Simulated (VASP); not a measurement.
# SrCl2 (I4/mmm) in VASP: a series of runs

The runs below take SrCl2 through single point, with r2SCAN.

Everything below comes from runs of VASP 6.6.1. Logs are shortened: lines on timing, memory, paths and dates and some standing lists are left out, and cuts for length are marked.

## (1) The cell of the first run

Symmetry: I4/mmm, No. 139, tetragonal system. The conventional cell has a = 4.535 Å, b = 4.535 Å, c = 6.971 Å, α = 90.00°, β = 90.00°, γ = 90.00°. Sr (site symmetry 4/mmm) has 8 Cl at 2.86 Å within 3.8 Å. Within 3.8 Å of Cl (site symmetry -4m2) lie 4 Sr at 2.86 Å and 6 Cl at 3.21 to 3.49 Å.

## (2) Single point, r2SCAN (strain -0.080 along x and y, +0.000 along z)

The input, POSCAR:

```
SrCl2
1.0
    0.0000000000      3.2066600000      3.4855000000
    3.2066600000      0.0000000000      3.4855000000
    3.2066600000      3.2066600000      0.0000000000
Sr Cl
1 2
Direct
    0.0000000000      0.0000000000      0.0000000000
    0.2500000000      0.2500000000      0.2500000000
    0.7500000000      0.7500000000      0.7500000000
```

The input, INCAR.step1:

```
SYSTEM = SrCl2
PREC = Accurate
ENCUT = 520
ISMEAR = 0
SIGMA = 0.05
LREAL = .FALSE.
LASPH = .TRUE.
NELM = 100
NBANDS = 19
GGA = PE
ALGO = Normal
EDIFF = 1E-4
LWAVE = .TRUE.
LCHARG = .FALSE.
```

The input, INCAR.step2:

```
SYSTEM = SrCl2
PREC = Accurate
ENCUT = 520
EDIFF = 1E-7
ISMEAR = 0
SIGMA = 0.05
LREAL = .FALSE.
LASPH = .TRUE.
NELM = 100
ALGO = Normal
ISIF = 2
LWAVE = .FALSE.
LCHARG = .FALSE.
METAGGA = R2SCAN
LMIXTAU = .TRUE.
NBANDS = 19
ISTART = 1
```

The input, KPOINTS:

```
regular mesh
0
G
  6 6 6
  0 0 0
```

Potentials or basis: VASP PAW PBE potentials, release 64 (Sr_sv, Cl).

Started as:

```
$ cat potpaw_PBE.64/Sr_sv/POTCAR potpaw_PBE.64/Cl/POTCAR > POTCAR
$ cp INCAR.step1 INCAR
$ mpirun -np 1 vasp_std > vasp.out
$ cp INCAR.step2 INCAR
$ mpirun -np 1 vasp_std > vasp.out
```

OUTCAR:

```text
SYSTEM = SrCl2
   PREC = Accurate
   ENCUT = 520
   EDIFF = 1E-7
   ISMEAR = 0
   LREAL = .FALSE.
   LASPH = .TRUE.
   NELM = 100
   ISIF = 2
   METAGGA = R2SCAN
   ISTART = 1

 ion  position               nearest neighbor table
   1  0.000  0.000  0.000-   3 2.86   3 2.86   2 2.86   3 2.86   2 2.86   2 2.86   3 2.86   2 2.86

   2  0.250  0.250  0.250-   1 2.86   1 2.86   1 2.86   1 2.86
   3  0.750  0.750  0.750-   1 2.86   1 2.86   1 2.86   1 2.86

  LATTYP: Found a body centered tetragonal cell.
 ALAT       =     4.5349020619
 C/A-ratio  =     1.5371886548

  Lattice vectors:

 A1 = (  -3.2066600000,   0.0000000000,   3.4855000000)
 A2 = (   3.2066600000,   0.0000000000,   3.4855000000)
 A3 = (   0.0000000000,   3.2066600000,  -3.4855000000)

Analysis of symmetry for initial positions (statically):
=====================================================================
 Subroutine PRICEL returns:
 Original cell was already a primitive cell.

 Routine SETGRP: Setting up the symmetry group for a
 body centered tetragonal supercell.

 Subroutine GETGRP returns: Found 16 space group operations
 (whereof 16 operations were pure point group operations)
 out of a pool of 16 trial point group operations.

The static configuration has the point symmetry D_4h.

Analysis of symmetry for dynamics (positions and initial velocities):
=====================================================================
 Subroutine PRICEL returns:
 Original cell was already a primitive cell.

 Routine SETGRP: Setting up the symmetry group for a
 body centered tetragonal supercell.

 Subroutine GETGRP returns: Found 16 space group operations
 (whereof 16 operations were pure point group operations)
 out of a pool of 16 trial point group operations.

The dynamic configuration has the point symmetry D_4h.

 Subroutine INISYM returns: Found 16 space group operations
 (whereof 16 operations are pure point group operations),
 and found     1 'primitive' translations

----------------------------------------------------------------------------------------

                                     Primitive cell

  volume of cell :      71.6805

  direct lattice vectors                    reciprocal lattice vectors
     0.000000000  3.206660000  3.485500000    -0.155925480  0.155925480  0.143451442
[... 80 lines left out ...]
   ISTART =      1    job   : 0-new  1-cont  2-samecut
   ICHARG =      0    charge: 1-file 2-atom 10-const
   ISPIN  =      1    spin polarized calculation?
   LNONCOLLINEAR =      F non collinear calculations
   LSORBIT =      F    spin-orbit coupling
   LASPH  =      T    aspherical Exc in radial PAW
   ENCUT  =  520.0 eV  38.22 Ry    6.18 a.u.   8.81  8.81  8.43*2*pi/ulx,y,z
   NELM   =    100;   NELMIN=  2; NELMDL=  0     # of ELM steps
   EDIFF  = 0.1E-06   stopping-criterion for ELM
   LREAL  =      F    real-space projection
   EDIFFG = 0.1E-05   stopping-criterion for IOM
   NSW    =      0    number of steps for IOM
   IBRION =     -1    ionic relax: 0-MD 1-quasi-New 2-CG
   NFREE  =      0    steps in history (QN), initial steepest desc. (CG)
   ISIF   =      2    stress and relaxation
   ISYM   =      2    0-nonsym 1-usesym 2-fastsym
   POTIM  = 0.5000    time-step for ionic-motion
   TEBEG  =    0.0;   TEEND  =   0.0 temperature during run
   PSTRESS=    0.0 pullay stress
   NELECT =      24.0000    total number of electrons
   NUPDOWN=      -1.0000    fix difference up-down
   EMIN   =  10.00;   EMAX   =-10.00  energy-range for DOS
   EFERMI =   0.00;   METHOD = LEGACY
   ISMEAR =     0;   SIGMA  =   0.05  broadening in eV -4-tet -1-fermi 0-gaus
   EFERMI_NEDOS =   21; number of points for ismear=-14 and -15
   IALGO  =     38    algorithm
   IMIX   =      4    mixing-type and parameters
     AMIX     =   0.40;   BMIX     =  1.00
     AMIX_MAG =   1.60;   BMIX_MAG =  1.00
  volume/ion in A,a.u.               =      23.89       161.24
  Fermi-wavevector in a.u.,A,eV,Ry     =   1.136785  2.148212 17.582534  1.292280
  Thomas-Fermi vector in A             =   2.273490
   LORBIT       =      0    0 simple, 1 ext, 2 COOP (PROOUT), +10 PAW based schemes
   METAGGA = R2SCAN    functional components
   LHFCALC =     F    Hartree Fock is set to
   AEXX    =    0.0000 exact exchange contribution
   IVDW    =     0    specifies the selected vdW correction
   LEPSILON=     F    determine dielectric tensor
   LRPA    =     F    only Hartree local field effects (RPA)
 non-spin polarized calculation
 Gauss-broadening in eV      SIGMA  =   0.05
  energy-cutoff  :      520.00
  volume of cell :       71.68
 maximum number of plane-waves:      1961
   NGX = 17   NGY = 17   NGZ = 17

 number of electron      24.0000003 magnetization

 Free energy of the ion-electron system (eV)
  ---------------------------------------------------
  ext. energy  EPLUGINS =         0.00000000
  ---------------------------------------------------
  free energy    TOTEN  =       -35.24592294 eV

  energy without entropy =      -35.24592294  energy(sigma->0) =      -35.24592294

 E-fermi :   1.6020     XC(G=0):  -9.5769

 val. band max:        1.3037295127   @ k =   0.5000   0.0000   0.5000
 cond. band min:       6.8095214086   @ k =   0.5000   0.0000   0.5000
 fundamental gap:      5.5057918960
 Fermi energy:         1.6020317391

 k-point     1 :       0.0000    0.0000    0.0000
  band No.  band energies     occupation
      1     -32.4528      2.00000
      2     -13.9078      2.00000
      3     -13.9078      2.00000
      4     -13.9029      2.00000
      5     -13.4648      2.00000
      6     -12.1340      2.00000
[... 505 lines left out ...]
      6     -11.9797      2.00000
[... 11 lines left out ...]
     18      11.5686      0.00000
     19      12.7452      0.00000

 [... further k-points ...]
[... 5 lines left out ...]
  --------------------------------------------------------------------------------------
  -------------------------------------------------------------------------------------
  Total        5.3911399      5.3911399      2.8023877      0.0000000      0.0000000      0.0000000
  in kB      120.5008961    120.5008961     62.6380001      0.0000000      0.0000000      0.0000000
  external PRESSURE =     101.2132641 kB  Pullay stress =       0.0000000 kB

 VOLUME and BASIS-vectors are now :
 -----------------------------------------------------------------------------
  energy-cutoff  :      520.00
  volume of cell :       71.68
      direct lattice vectors                 reciprocal lattice vectors
     0.000000000  3.206660000  3.485500000    -0.155925480  0.155925480  0.143451442
     3.206660000  0.000000000  3.485500000     0.155925480 -0.155925480  0.143451442
     3.206660000  3.206660000  0.000000000     0.155925480  0.155925480 -0.143451442

 POSITION                                       TOTAL-FORCE (eV/Angst)
 -----------------------------------------------------------------------------------
      0.00000      0.00000      0.00000         0.000000     -0.000000      0.000000
      1.60333      1.60333      1.74275        -0.000000      0.000000      0.000000
      4.80999      4.80999      5.22825        -0.000000      0.000000      0.000000
 -----------------------------------------------------------------------------------
    total drift:                                0.000000      0.000000      0.000000

  FREE ENERGIE OF THE ION-ELECTRON SYSTEM (eV)
  ---------------------------------------------------
  free  energy   TOTEN  =       -35.2459229396 eV

  energy  without entropy=      -35.2459229396  energy(sigma->0) =      -35.24592294
```

OUTCAR.step1:

```text
SYSTEM = SrCl2
   PREC = Accurate
   ENCUT = 520
   ISMEAR = 0
   LREAL = .FALSE.
   LASPH = .TRUE.
[... 754 lines left out ...]
      0.00000      0.00000      0.00000         0.000000     -0.000000      0.000000
      1.60333      1.60333      1.74275        -0.000000      0.000000      0.000000
      4.80999      4.80999      5.22825        -0.000000     -0.000000     -0.000000
 -----------------------------------------------------------------------------------
    total drift:                                0.000000      0.000000      0.000000

  FREE ENERGIE OF THE ION-ELECTRON SYSTEM (eV)
  ---------------------------------------------------
  free  energy   TOTEN  =       -12.2868986571 eV

  energy  without entropy=      -12.2868986571  energy(sigma->0) =      -12.28689866
```

OSZICAR.step1:

```text
N       E                     dE             d eps       ncg     rms          rms(c)
DAV:   1     0.140883290750E+03    0.14088E+03   -0.11849E+04  1140   0.116E+03
DAV:   2    -0.436587883093E+01   -0.14525E+03   -0.14102E+03  1491   0.229E+02
DAV:   3    -0.123434188294E+02   -0.79775E+01   -0.79529E+01  1581   0.530E+01
DAV:   4    -0.125475087219E+02   -0.20409E+00   -0.20381E+00  1773   0.745E+00
DAV:   5    -0.125506627672E+02   -0.31540E-02   -0.31537E-02  1581   0.844E-01    0.191E+01
DAV:   6    -0.122819845503E+02    0.26868E+00   -0.48472E-01  1318   0.400E+00    0.120E+01
DAV:   7    -0.122861189988E+02   -0.41344E-02   -0.40376E-01  1514   0.381E+00    0.176E+00
DAV:   8    -0.122844617939E+02    0.16572E-02   -0.60619E-02  1341   0.138E+00    0.510E-01
DAV:   9    -0.122855020383E+02   -0.10402E-02   -0.19749E-03  1346   0.300E-01    0.195E-01
DAV:  10    -0.122867190257E+02   -0.12170E-02   -0.80341E-04  1230   0.168E-01    0.550E-02
DAV:  11    -0.122868776141E+02   -0.15859E-03   -0.12112E-04  1341   0.611E-02    0.366E-02
DAV:  12    -0.122868986571E+02   -0.21043E-04   -0.27781E-05   993   0.281E-02
   1 F= -.12286899E+02 E0= -.12286899E+02  d E =-.145595E-24
```

It took 1.9 min on 1 thread of AMD EPYC 9R45 (Zen 5), shared host; peak memory 0.2 GiB.

What came out:

| Item | Value |
| --- | --- |
| Free energy | -35.2459 eV |
| Pressure | 10.1 GPa |
| Band gap on the k mesh | 5.51 eV |

Caveat: the cell differs from its parent crystal (strain -0.080 along x and y, +0.000 along z); the cell stands under pressure; the PAW data sets were made with another functional, which shifts forces and pressure a little.

## (3) Single point, r2SCAN (strain -0.040 along x and y, -0.080 along z)

The input, POSCAR:

```
SrCl2
1.0
    0.0000000000      3.3460800000      3.2066600000
    3.3460800000      0.0000000000      3.2066600000
    3.3460800000      3.3460800000      0.0000000000
Sr Cl
1 2
Direct
    0.0000000000      0.0000000000      0.0000000000
    0.2500000000      0.2500000000      0.2500000000
    0.7500000000      0.7500000000      0.7500000000
```

Changes to INCAR.step1 since step 2:

```diff
@@ -7,3 +7,3 @@
 LASPH = .TRUE.
-NELM = 100
+NELM = 80
 NBANDS = 19
```

Changes to INCAR.step2 since step 2:

```diff
@@ -8,3 +8,3 @@
 LASPH = .TRUE.
-NELM = 100
+NELM = 80
 ALGO = Normal
```

The input, KPOINTS:

```
Automatic mesh
0
G
  6 6 6
  0 0 0
```

Potentials or basis: VASP PAW PBE potentials, release 64 (Sr_sv, Cl).

Started as:

```
$ cat potpaw_PBE.64/Sr_sv/POTCAR potpaw_PBE.64/Cl/POTCAR > POTCAR
$ cp INCAR.step1 INCAR
$ mpirun -np 1 vasp_std > vasp.out
$ cp INCAR.step2 INCAR
$ mpirun -np 1 vasp_std > vasp.out
```

Run time: 1.9 min. Hardware: 1 thread of AMD EPYC 9R45 (Zen 5), shared host; peak memory 0.2 GiB.

Results (log left out):

| Quantity | Value |
| --- | --- |
| Free energy | -35.3064 eV |
| Pressure | 9.9 GPa |
| Band gap on the k mesh | 5.57 eV (least direct gap 5.60 eV) |

Stress tensor (GPa, compression positive):
```
 8.87  0.00  0.00
 0.00  8.87  0.00
 0.00  0.00 12.04
```

Levels at points of the mesh, in eV from the valence-band top:
```tsv
k point	band 9	band 10	band 11	band 12	band 13	band 14	band 15	band 16
(0.00, 0.00, 0.00)	-3.00	-0.79	-0.79	-0.37	6.10	6.14	6.70	9.56
(0.50, 0.00, 0.00)	-2.04	-1.92	-1.55	-1.53	7.07	7.16	8.15	8.53
(0.50, 0.50, 0.00)	-2.57	-0.87	-0.87	0.00	5.60	8.28	8.33	9.12
(0.50, 0.00, 0.50)	-2.46	-0.99	-0.49	-0.34	5.57	7.85	8.37	8.74
```

Caveat: the cell differs from its parent crystal (strain -0.040 along x and y, -0.080 along z); the cell stands under pressure; the PAW data sets were made with another functional, which shifts forces and pressure a little. A k mesh can miss the band edges.

## (4) Single point, r2SCAN (strain -0.080 along x and y, +0.040 along z)

The input, POSCAR:

```
SrCl2
1.0
    0.0000000000      3.2066600000      3.6249200000
    3.2066600000      0.0000000000      3.6249200000
    3.2066600000      3.2066600000      0.0000000000
Sr Cl
1 2
Direct
    0.0000000000      0.0000000000      0.0000000000
    0.2500000000      0.2500000000      0.2500000000
    0.7500000000      0.7500000000      0.7500000000
```

The input, INCAR.step1:

```
PREC = Accurate ; ENCUT = 520
ISMEAR = 0 ; SIGMA = 0.05
LREAL = F ; LASPH = T
NELM = 60 ; NBANDS = 19
GGA = PE ; ALGO = Normal
EDIFF = 1E-4 ; LWAVE = T
LCHARG = F
```

The input, INCAR.step2:

```
PREC = Accurate ; ENCUT = 520
EDIFF = 1E-7 ; ISMEAR = 0
SIGMA = 0.05 ; LREAL = F
LASPH = T ; NELM = 60
ALGO = Normal ; ISIF = 2
LWAVE = F ; LCHARG = F
METAGGA = R2SCAN ; LMIXTAU = T
NBANDS = 19 ; ISTART = 1
```

The input, KPOINTS:

```
Automatic mesh
0
Gamma
  6 6 6
```

Started as:

```
$ cat potpaw_PBE.64/Sr_sv/POTCAR potpaw_PBE.64/Cl/POTCAR > POTCAR
$ cp INCAR.step1 INCAR
$ mpirun -np 1 vasp_std > vasp.out
$ cp INCAR.step2 INCAR
$ mpirun -np 1 vasp_std > vasp.out
```

It took 1.9 min on 1 thread of AMD EPYC 9R45 (Zen 5), shared host; peak memory 0.21 GiB.

The run converged. Its results:

- Free energy: -35.3199 eV
- Pressure: 7.3 GPa
- Band gap on the k mesh: 5.13 eV (least direct gap 5.33 eV)

Stress tensor (GPa, compression positive):
```
10.01  0.00  0.00
 0.00 10.01  0.00
 0.00  0.00  1.95
```

Levels at points of the mesh, in eV from the valence-band top:
```
           k point  band 9  band 10  band 11  band 12  band 13  band 14  band 15  band 16
(0.00, 0.00, 0.00)   -2.75    -1.44    -0.39    -0.39     5.13     6.66     6.67     8.99
(0.50, 0.00, 0.00)   -2.06    -2.00    -1.63    -1.59     6.81     7.00     7.86     8.08
(0.50, 0.50, 0.00)   -2.66    -0.86    -0.58    -0.58     5.38     6.94     8.03     8.03
(0.50, 0.00, 0.50)   -2.36    -1.56    -0.32     0.00     5.33     8.10     8.22     8.79
```

Caveat: the cell differs from its parent crystal (strain -0.080 along x and y, +0.040 along z); the cell stands under pressure; the PAW data sets were made with another functional, which shifts forces and pressure a little.

## (5) Single point, r2SCAN (strain -0.080 along x and y, +0.080 along z)

The input, POSCAR:

```
SrCl2
1.0
    0.0000000000      3.2066600000      3.7643400000
    3.2066600000      0.0000000000      3.7643400000
    3.2066600000      3.2066600000      0.0000000000
Sr Cl
1 2
Direct
    0.0000000000      0.0000000000      0.0000000000
    0.2500000000      0.2500000000      0.2500000000
    0.7500000000      0.7500000000      0.7500000000
```

The input, INCAR.step1:

```
ALGO = Normal ; EDIFF = 1E-4
ENCUT = 520 ; GGA = PE
ISMEAR = 0 ; LASPH = True
LCHARG = False ; LREAL = False
LWAVE = True ; NBANDS = 19
NELM = 80 ; PREC = Accurate
SIGMA = 0.05
```

The input, INCAR.step2:

```
ALGO = Normal ; EDIFF = 1E-7
ENCUT = 520 ; ISIF = 2
ISMEAR = 0 ; ISTART = 1
LASPH = True ; LCHARG = False
LMIXTAU = True ; LREAL = False
LWAVE = False ; METAGGA = R2SCAN
NBANDS = 19 ; NELM = 80
PREC = Accurate ; SIGMA = 0.05
```

The input, KPOINTS:

```
k-points
0
Gamma
  6 6 6
```

Started as:

```
$ cat potpaw_PBE.64/Sr_sv/POTCAR potpaw_PBE.64/Cl/POTCAR > POTCAR
$ cp INCAR.step1 INCAR
$ mpirun -np 1 vasp_std > vasp.out
$ cp INCAR.step2 INCAR
$ mpirun -np 1 vasp_std > vasp.out
```

It took 2.3 min on 1 thread of AMD EPYC 9R45 (Zen 5), shared host; peak memory 0.23 GiB.

The run converged. Its results:

- Free energy: -35.3226 eV
- Pressure: 5.0 GPa
- Band gap on the k mesh: 4.70 eV (least direct gap 5.08 eV)

Stress tensor (GPa, compression positive):
```
 8.40  0.00  0.00
 0.00  8.40  0.00
 0.00  0.00 -1.73
```

Levels at points of the mesh, in eV from the valence-band top:
| k point | band 9 | band 10 | band 11 | band 12 | band 13 | band 14 | band 15 | band 16 |
| --- | --- | --- | --- | --- | --- | --- | --- | --- |
| (0.00, 0.00, 0.00) | -2.66 | -1.69 | -0.38 | -0.38 | 4.70 | 6.60 | 6.69 | 8.72 |
| (0.50, 0.00, 0.00) | -2.08 | -2.06 | -1.69 | -1.63 | 6.61 | 6.74 | 7.59 | 7.80 |
| (0.50, 0.50, 0.00) | -2.69 | -1.06 | -0.56 | -0.56 | 5.24 | 6.50 | 7.66 | 7.66 |
| (0.50, 0.00, 0.50) | -2.36 | -1.77 | -0.25 | 0.00 | 5.12 | 7.92 | 8.07 | 8.56 |

Caveat: the cell differs from its parent crystal (strain -0.080 along x and y, +0.080 along z); the cell stands under pressure; the PAW data sets were made with another functional, which shifts forces and pressure a little. A k mesh can miss the band edges.

## (6) Summary

```csv
cell,gap on the mesh (eV),pressure (GPa)
"a = 4.736, b = 4.736, c = 4.535 Å, angles 61.4, 61.4, 57.2°, 3 atoms",5.51,10.1
"a = 4.635, b = 4.635, c = 4.732 Å, angles 59.3, 59.3, 61.4°, 3 atoms",5.57,9.9
"a = 4.840, b = 4.840, c = 4.535 Å, angles 62.1, 62.1, 55.9°, 3 atoms",5.13,7.3
"a = 4.945, b = 4.945, c = 4.535 Å, angles 62.7, 62.7, 54.6°, 3 atoms",4.70,5.0
```

Alike in all rows: task single point; level r2SCAN; potentials or basis VASP PAW PBE potentials, release 64 (Sr_sv, Cl); no spin polarisation; k mesh 6 × 6 × 6; cutoff (eV) 520; smearing gaussian 0.05 eV.

Caveats: the cell stands under pressure; the PAW data sets were made with another functional, which shifts forces and pressure a little.

Total energies depend on the potentials used, so only differences within one code and one set of settings carry meaning.
